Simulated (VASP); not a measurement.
# Zn8S7 (a cell with a defect) in VASP: further runs

The runs below take Zn8S7 (a cell with a defect) through single point, with PBE.

All numbers are computed with VASP 6.6.1; they aren't measurements. Logs are shortened: lines on timing, memory, paths and dates and some standing lists are left out, and cuts for length are marked.

## 1. The cell of the first run

The cell holds a defect, 15 atoms: a = 6.305 Å, b = 7.688 Å, c = 7.688 Å, α = 120.00°, β = 90.00°, γ = 90.00°.

## 2. Single point, PBE (atoms taken out, then relaxed in part)

Contents of INCAR:

```
ALGO = Normal
EDIFF = 1E-6
ENCUT = 520
GGA = PE
ISIF = 2
ISMEAR = 0
LASPH = T
LCHARG = F
LREAL = Auto
LWAVE = F
NBANDS = 82
NELM = 60
PREC = Accurate
SIGMA = 0.01
```

Contents of KPOINTS:

```
k-points
0
Gamma
  2 2 2
```

Contents of POSCAR:

```
Zn8S7
1.0
    0.0000000000      0.0000000000      6.3046430491
   -3.8440669358     -6.6581192403      0.0000000000
    7.6881338714     -0.0000000001      0.0000000000
Zn S
8 7
Direct
    0.1075330920      0.1666666667      0.8333333333
   -0.0169898898      0.1719244174      0.3359622087
   -0.0169898898      0.6640377913      0.8280755826
   -0.0169898898      0.6640377913      0.3359622087
    0.4980302469      0.3311506473      0.1623012947
    0.4980302469      0.3311506473      0.6688493527
    0.4929691804      0.8333333333      0.1666666667
    0.4980302469      0.8376987053      0.6688493527
    0.3649899535      0.1681119997      0.3340559999
    0.3649899535      0.6659440001      0.8318880003
    0.3649899535      0.6659440001      0.3340559999
    0.8735523692      0.3258027030      0.1516054060
    0.8735523692      0.3258027030      0.6741972970
    0.8660163621      0.8333333333      0.1666666667
    0.8735523692      0.8483945940      0.6741972970
```

Potentials or basis: VASP PAW PBE potentials, release 64 (Zn, S).

On the command line:

```
> cat potpaw_PBE.64/Zn/POTCAR potpaw_PBE.64/S/POTCAR > POTCAR
> mpirun -np 1 vasp_std > vasp.out
```

OUTCAR:

```text
EDIFF = 1E-6
   ENCUT = 520
   GGA = PE
   ISIF = 2
   ISMEAR = 0
   LASPH = T
   LREAL = Auto
   NELM = 60
   PREC = Accurate

 ion  position               nearest neighbor table
   1  0.108  0.167  0.833-  13 2.58  12 2.58  15 2.58
   2  0.983  0.172  0.336-  13 2.36  12 2.36  14 2.37   9 2.41
   3  0.983  0.664  0.828-  15 2.36  13 2.36  14 2.37  10 2.41
   4  0.983  0.664  0.336-  15 2.36  12 2.36  14 2.37  11 2.41
   5  0.498  0.331  0.162-  12 2.37   9 2.38  11 2.38
   6  0.498  0.331  0.669-  13 2.37   9 2.38  10 2.38
   7  0.493  0.833  0.167-  14 2.35  10 2.37  11 2.37   9 2.37
   8  0.498  0.838  0.669-  15 2.37  11 2.38  10 2.38
   9  0.365  0.168  0.334-   7 2.37   6 2.38   5 2.38   2 2.41
  10  0.365  0.666  0.832-   7 2.37   8 2.38   6 2.38   3 2.41
  11  0.365  0.666  0.334-   7 2.37   8 2.38   5 2.38   4 2.41
  12  0.874  0.326  0.152-   2 2.36   4 2.36   5 2.37   1 2.58
  13  0.874  0.326  0.674-   2 2.36   3 2.36   6 2.37   1 2.58
  14  0.866  0.833  0.167-   7 2.35   4 2.37   3 2.37   2 2.37
  15  0.874  0.848  0.674-   4 2.36   3 2.36   8 2.37   1 2.58

  LATTYP: Found a hexagonal cell.
 ALAT       =     7.6881338714
 C/A-ratio  =     0.8200485520

  Lattice vectors:

 A1 = (  -3.8440669358,  -6.6581192403,   0.0000000000)
 A2 = (   7.6881338714,  -0.0000000001,   0.0000000000)
 A3 = (   0.0000000000,   0.0000000000,   6.3046430491)

Analysis of symmetry for initial positions (statically):
=====================================================================
 Subroutine PRICEL returns:
 Original cell was already a primitive cell.

 Routine SETGRP: Setting up the symmetry group for a
 hexagonal supercell.

 Subroutine GETGRP returns: Found  6 space group operations
 (whereof  2 operations were pure point group operations)
 out of a pool of 24 trial point group operations.

The static configuration has the point symmetry C_1h.
 The point group associated with its full space group is C_3v.

Analysis of symmetry for dynamics (positions and initial velocities):
=====================================================================
 Subroutine PRICEL returns:
 Original cell was already a primitive cell.

 Routine SETGRP: Setting up the symmetry group for a
 hexagonal supercell.

 Subroutine GETGRP returns: Found  6 space group operations
 (whereof  2 operations were pure point group operations)
 out of a pool of 24 trial point group operations.

The dynamic configuration has the point symmetry C_1h.
 The point group associated with its full space group is C_3v.

 Subroutine INISYM returns: Found  6 space group operations
 (whereof  2 operations are pure point group operations),
 and found     1 'primitive' translations

----------------------------------------------------------------------------------------

                                     Primitive cell

  volume of cell :     322.7253

  direct lattice vectors                    reciprocal lattice vectors
     0.000000000  0.000000000  6.304643049     0.000000000  0.000000000  0.158613262
    -3.844066936 -6.658119240  0.000000000    -0.000000000 -0.150192564  0.000000000
     7.688133871 -0.000000000  0.000000000     0.130070576 -0.075096282  0.000000000

  length of vectors
     6.304643049  7.688133871  7.688133871     0.158613262  0.150192564  0.150192564

  position of ions in fractional coordinates (direct lattice)
     0.107533092  0.166666667  0.833333333
     0.983010110  0.171924417  0.335962209
     0.983010110  0.664037791  0.828075583
     0.983010110  0.664037791  0.335962209
     0.498030247  0.331150647  0.162301295
     0.498030247  0.331150647  0.668849353
     0.492969180  0.833333333  0.166666667
     0.498030247  0.837698705  0.668849353
     0.364989954  0.168112000  0.334056000
     0.364989954  0.665944000  0.831888000
     0.364989954  0.665944000  0.334056000
     0.873552369  0.325802703  0.151605406
     0.873552369  0.325802703  0.674197297
     0.866016362  0.833333333  0.166666667
     0.873552369  0.848394594  0.674197297

  ion indices of the primitive-cell ions
   primitive index   ion index
                 1           1
                 2           2
                 3           3
                 4           4
                 5           5
                 6           6
                 7           7
                 8           8
                 9           9
                10          10
                11          11
                12          12
                13          13
                14          14
                15          15

----------------------------------------------------------------------------------------

 KPOINTS: k-points

Automatic generation of k-mesh.
 Grid dimensions read from file:
 generate k-points for:    2    2    2

 Generating k-lattice:

  Cartesian coordinates                     Fractional coordinates (reciprocal lattice)
     0.000000000  0.000000000  0.079306631     0.500000000  0.000000000  0.000000000
    -0.000000000 -0.075096282  0.000000000     0.000000000  0.500000000  0.000000000
     0.065035288 -0.037548141  0.000000000     0.000000000  0.000000000  0.500000000

  Length of vectors
     0.079306631  0.075096282  0.075096282

  Shift w.r.t. Gamma in fractional coordinates (k-lattice)
     0.000000000  0.000000000  0.000000000

 Subroutine IBZKPT returns following result:
 ===========================================

 Found      4 irreducible k-points:

 Following reciprocal coordinates:
            Coordinates               Weight
  0.000000  0.000000  0.000000      1.000000
  0.500000  0.000000  0.000000      1.000000
  0.000000  0.500000  0.000000      3.000000
  0.500000  0.500000  0.000000      3.000000
   k-points           NKPTS =      4   k-points in BZ     NKDIM =      4   number of bands    NBANDS=     82
   number of dos      NEDOS =    301   number of ions     NIONS =     15
   total plane-waves  NPLWV = 172800
   dimension x,y,z NGX =    48 NGY =   60 NGZ =   60
   dimension x,y,z NGXF=    96 NGYF=  120 NGZF=  120
   ions per type =               8   7
   NGX,Y,Z   is equivalent  to a cutoff of  12.66, 12.97, 12.97 a.u.
   NGXF,Y,Z  is equivalent  to a cutoff of  25.31, 25.95, 25.95 a.u.
 SYSTEM =  unknown system
   PREC   = accura    normal or accurate (medium, high low for compatibility)
   ISTART =      0    job   : 0-new  1-cont  2-samecut
   ICHARG =      2    charge: 1-file 2-atom 10-const
   ISPIN  =      1    spin polarized calculation?
   LNONCOLLINEAR =      F non collinear calculations
   LSORBIT =      F    spin-orbit coupling
   LASPH  =      T    aspherical Exc in radial PAW
   ENCUT  =  520.0 eV  38.22 Ry    6.18 a.u.  11.72 14.29 14.29*2*pi/ulx,y,z
   NELM   =     60;   NELMIN=  2; NELMDL= -5     # of ELM steps
   EDIFF  = 0.1E-05   stopping-criterion for ELM
   LREAL  =      T    real-space projection
   EDIFFG = 0.1E-04   stopping-criterion for IOM
   NSW    =      0    number of steps for IOM
   IBRION =     -1    ionic relax: 0-MD 1-quasi-New 2-CG
   NFREE  =      0    steps in history (QN), initial steepest desc. (CG)
   ISIF   =      2    stress and relaxation
   ISYM   =      2    0-nonsym 1-usesym 2-fastsym
   POTIM  = 0.5000    time-step for ionic-motion
   TEBEG  =    0.0;   TEEND  =   0.0 temperature during run
   PSTRESS=    0.0 pullay stress
   NELECT =     138.0000    total number of electrons
   NUPDOWN=      -1.0000    fix difference up-down
   EMIN   =  10.00;   EMAX   =-10.00  energy-range for DOS
   EFERMI =   0.00;   METHOD = LEGACY
   ISMEAR =     0;   SIGMA  =   0.01  broadening in eV -4-tet -1-fermi 0-gaus
   EFERMI_NEDOS =   21; number of points for ismear=-14 and -15
   IALGO  =     38    algorithm
   IMIX   =      4    mixing-type and parameters
     AMIX     =   0.40;   BMIX     =  1.00
     AMIX_MAG =   1.60;   BMIX_MAG =  1.00
  volume/ion in A,a.u.               =      21.52       145.19
  Fermi-wavevector in a.u.,A,eV,Ry     =   1.233361  2.330714 20.696900  1.521179
  Thomas-Fermi vector in A             =   2.368094
   LORBIT       =      0    0 simple, 1 ext, 2 COOP (PROOUT), +10 PAW based schemes
   GGA     = PE    functional components
   LHFCALC =     F    Hartree Fock is set to
   AEXX    =    0.0000 exact exchange contribution
   IVDW    =     0    specifies the selected vdW correction
   LEPSILON=     F    determine dielectric tensor
   LRPA    =     F    only Hartree local field effects (RPA)
 non-spin polarized calculation
 Gauss-broadening in eV      SIGMA  =   0.01
  energy-cutoff  :      520.00
  volume of cell :      322.73
 maximum number of plane-waves:      8729
 NGX is ok and might be reduce to    48
   NGX = 23   NGY = 29   NGZ = 29

 number of electron     137.9999995 magnetization

 Free energy of the ion-electron system (eV)
  ---------------------------------------------------
  ext. energy  EPLUGINS =         0.00000000
  ---------------------------------------------------
  free energy    TOTEN  =       -46.75941610 eV

  energy without entropy =      -46.75941610  energy(sigma->0) =      -46.75941610

 E-fermi :   1.8518     XC(G=0):  -9.2852

 val. band max:        1.8047336396   @ k =   0.0000   0.5000   0.0000
 cond. band min:       3.0720586180   @ k =   0.0000   0.5000   0.0000
 fundamental gap:      1.2673249784
 Fermi energy:         1.8517896701

 k-point     1 :       0.0000    0.0000    0.0000
  band No.  band energies     occupation
      1     -11.4083      2.00000
      2     -10.6656      2.00000
      3     -10.6656      2.00000
      4     -10.6108      2.00000
      5     -10.4308      2.00000
      6     -10.2757      2.00000
[... 325 lines left out ...]
     80       6.9329      0.00000
     81       7.2484      0.00000
 [bands above 81 left out]

------------------------ aborting loop because EDIFF is reached ----------------------------------------

  FORCE on cell =-STRESS in cart. coord.  units (eV):
  Direction    XX          YY          ZZ          XY          YZ          ZX
  --------------------------------------------------------------------------------------
  -------------------------------------------------------------------------------------
  Total       -3.8371386     -3.8371386     -8.0391225     -0.0000000      0.0000000     -0.0000000
  in kB      -19.0495647    -19.0495647    -39.9104130     -0.0000000      0.0000000     -0.0000000
  external PRESSURE =     -26.0031808 kB  Pullay stress =       0.0000000 kB

 VOLUME and BASIS-vectors are now :
 -----------------------------------------------------------------------------
  energy-cutoff  :      520.00
  volume of cell :      322.73
      direct lattice vectors                 reciprocal lattice vectors
     0.000000000  0.000000000  6.304643049     0.000000000  0.000000000  0.158613262
    -3.844066936 -6.658119240  0.000000000    -0.000000000 -0.150192564  0.000000000
     7.688133871 -0.000000000  0.000000000     0.130070576 -0.075096282  0.000000000

 POSITION                                       TOTAL-FORCE (eV/Angst)
 -----------------------------------------------------------------------------------
      5.76610     -1.10969      0.67796        -0.000000     -0.000000      0.023602
      1.92203     -1.14469      6.19753        -0.000000     -0.005746     -0.000516
      3.81375     -4.42124      6.19753        -0.004976      0.002873     -0.000516
      0.03032     -4.42124      6.19753         0.004976      0.002873     -0.000516
     -0.02517     -2.20484      3.13990        -0.012419      0.007170     -0.007540
      3.86924     -2.20484      3.13990         0.012419      0.007170     -0.007540
     -1.92203     -5.54843      3.10799        -0.000000     -0.000000     -0.001738
      1.92203     -5.57750      3.13990        -0.000000     -0.014341     -0.007540
      1.92203     -1.11931      2.30113        -0.000000     -0.000311      0.003328
      3.83573     -4.43393      2.30113        -0.000269      0.000155      0.003328
      0.00833     -4.43393      2.30113         0.000269      0.000155      0.003328
     -0.08684     -2.16923      5.50744        -0.003117      0.001800     -0.002601
      3.93091     -2.16923      5.50744         0.003117      0.001800     -0.002601
     -1.92203     -5.54843      5.45992        -0.000000     -0.000000      0.000122
      1.92203     -5.64871      5.50744        -0.000000     -0.003600     -0.002601
 -----------------------------------------------------------------------------------
    total drift:                                0.000040      0.000010     -0.002098

  FREE ENERGIE OF THE ION-ELECTRON SYSTEM (eV)
  ---------------------------------------------------
  free  energy   TOTEN  =       -46.7594161000 eV

  energy  without entropy=      -46.7594161000  energy(sigma->0) =      -46.75941610
```

Wall time 2 min (1 thread of Intel Xeon 6975P-C (Granite Rapids), shared host); peak memory 0.42 GiB.

Results:

```yaml
Free_energy: -46.7594 eV
Pressure: -2.6 GPa
Largest_force: 0.024 eV/Å
Band_gap_on_the_k_mesh: 1.27 eV
```

Forces on the atoms (eV/Å):
```
Zn   0.000  0.000  0.024
Zn   0.000 -0.006 -0.001
Zn  -0.005  0.003 -0.001
Zn   0.005  0.003 -0.001
Zn  -0.012  0.007 -0.008
Zn   0.012  0.007 -0.008
Zn   0.000  0.000 -0.002
Zn   0.000 -0.014 -0.008
S    0.000  0.000  0.003
S    0.000  0.000  0.003
S    0.000  0.000  0.003
S   -0.003  0.002 -0.003
S    0.003  0.002 -0.003
S    0.000  0.000  0.000
S    0.000 -0.004 -0.003
```

Stress tensor (GPa, compression positive):
```
-1.90  0.00  0.00
 0.00 -1.90  0.00
 0.00  0.00 -3.99
```

Caveat: the k points lie up to 0.50 Å⁻¹ apart; the cell differs from its parent crystal (atoms taken out, then relaxed in part).

## 3. Single point, PBE (atoms taken out, then relaxed in part)

Contents of INCAR:

```
SYSTEM = Zn8S7
PREC     = Accurate       ! precision mode
ENCUT    = 520            ! plane-wave cutoff, eV
EDIFF    = 1E-7           ! SCF threshold, eV
ISMEAR   = 0              ! smearing method
SIGMA    = 0.01           ! smearing width, eV
LREAL    = Auto         
LASPH    = .True.         ! aspherical terms in the spheres
NELM     = 100            ! most SCF steps
ALGO     = Normal         ! electronic algorithm
ISIF     = 2              ! what is computed and relaxed
LWAVE    = .False.        ! write WAVECAR
LCHARG   = .True.         ! write CHGCAR
GGA      = PE             ! functional
LELF     = .True.         ! ELF
LVHAR    = .True.       
NELECT   = 136.0        
NBANDS   = 82             ! bands
```

Contents of KPOINTS:

```
Automatic mesh
0
Gamma
  2 2 2
  0 0 0
```

Contents of POSCAR:

```
Zn8S7
1.0
    0.0000000000      0.0000000000      6.3046430491
   -3.8440669358     -6.6581192403      0.0000000000
    7.6881338714     -0.0000000001      0.0000000000
Zn S
8 7
Direct
   -0.1010513621      0.1666666667      0.8333333333
    0.0013577559      0.1597629136      0.3298814568
    0.0013577559      0.6701185432      0.8402370864
    0.0013577559      0.6701185432      0.3298814568
    0.5224869099      0.3653027879      0.2306055758
    0.5224869099      0.3653027879      0.6346972121
    0.5194248347      0.8333333333      0.1666666667
    0.5224869099      0.7693944242      0.6346972121
    0.3723322664      0.1588864230      0.3294432115
    0.3723322664      0.6705567885      0.8411135770
    0.3723322664      0.6705567885      0.3294432115
    0.8786137240      0.3359620065      0.1719240130
    0.8786137240      0.3359620065      0.6640379935
    0.8825212328      0.8333333333      0.1666666667
    0.8786137240      0.8280759870      0.6640379935
```

Potentials or basis: VASP PAW PBE potentials, release 64 (Zn, S).

On the command line:

```
> cat potpaw_PBE.64/Zn/POTCAR potpaw_PBE.64/S/POTCAR > POTCAR
> mpirun -np 1 vasp_std > vasp.out
```

Run time: 2.3 min. Hardware: 1 thread of Intel Xeon 6975P-C (Granite Rapids), shared host; peak memory 0.42 GiB.

Results (log left out):

| Property | Result |
| --- | --- |
| Free energy | -52.4949 eV |
| Largest force | 0.023 eV/Å |

Forces on the atoms (eV/Å):
```
Zn   0.000  0.000 -0.003
Zn   0.000  0.001  0.004
Zn   0.001 -0.001  0.004
Zn  -0.001 -0.001  0.004
Zn  -0.004  0.002 -0.007
Zn   0.004  0.002 -0.007
Zn   0.000  0.000  0.012
Zn   0.000 -0.004 -0.007
S    0.000  0.012  0.001
S    0.010 -0.006  0.001
S   -0.010 -0.006  0.001
S    0.006 -0.004  0.007
S   -0.006 -0.004  0.007
S    0.000  0.000 -0.023
S    0.000  0.007  0.007
```

Levels at points of the mesh, in eV from the Fermi level:
```
           k point  band 65  band 66  band 67  band 68  band 69  band 70  band 71  band 72
(0.00, 0.00, 0.00)    -0.65    -0.37    -0.07    -0.07     1.65     2.39     3.18     3.92
(0.50, 0.00, 0.00)    -0.87    -0.87    -0.32    -0.32     1.75     2.79     3.31     3.85
(0.00, 0.50, 0.00)    -0.95    -0.87    -0.45    -0.28     2.89     3.24     3.54     4.21
(0.50, 0.50, 0.00)    -1.28    -1.10    -1.01    -0.83     2.76     3.42     3.84     3.92
```

Caveat: the k points lie up to 0.50 Å⁻¹ apart; the cell carries a net charge on a neutralising background, which shifts energy and pressure; the cell differs from its parent crystal (atoms taken out, then relaxed in part); the cell is charged against a uniform background, so pressure and absolute levels hang on convention.
